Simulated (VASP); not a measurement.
A run of VASP 6.6.1 is set up as follows.

The input INCAR:

```
  PREC = Accurate
  ENCUT = 520
  EDIFF = 1E-6
  ISMEAR = -1
  SIGMA = 0.03
  LREAL = False
  LASPH = True
  NELM = 150
  ALGO = Normal
  ISIF = 2
  LWAVE = False
  LCHARG = False
  ISPIN = 2
  MAGMOM = 0.9
  LORBIT = 11
  NUPDOWN = 0.9
  LMAXMIX = 4
  NBANDS = 16
```

File KPOINTS:

```
Automatic mesh
0
Gamma
  13 13 13
```

POSCAR

```
Sc
1.0
    0.0000000000      2.2600000000      2.2600000000
    2.2600000000      0.0000000000      2.2600000000
    2.2600000000      2.2600000000      0.0000000000
Sc
1
Direct
    0.0000000000      0.0000000000      0.0000000000
```

Potentials or basis: VASP PAW LDA potentials, release 64 (Sc_sv).

Run with:

```console
$ cat potpaw_LDA.64/Sc_sv/POTCAR > POTCAR
$ mpirun -np 1 vasp_std > vasp.out
```

Task: What does it give for the pressure?

Result: 0.3 GPa.

Caveat: the total moment is fixed, so each spin has its own Fermi level.
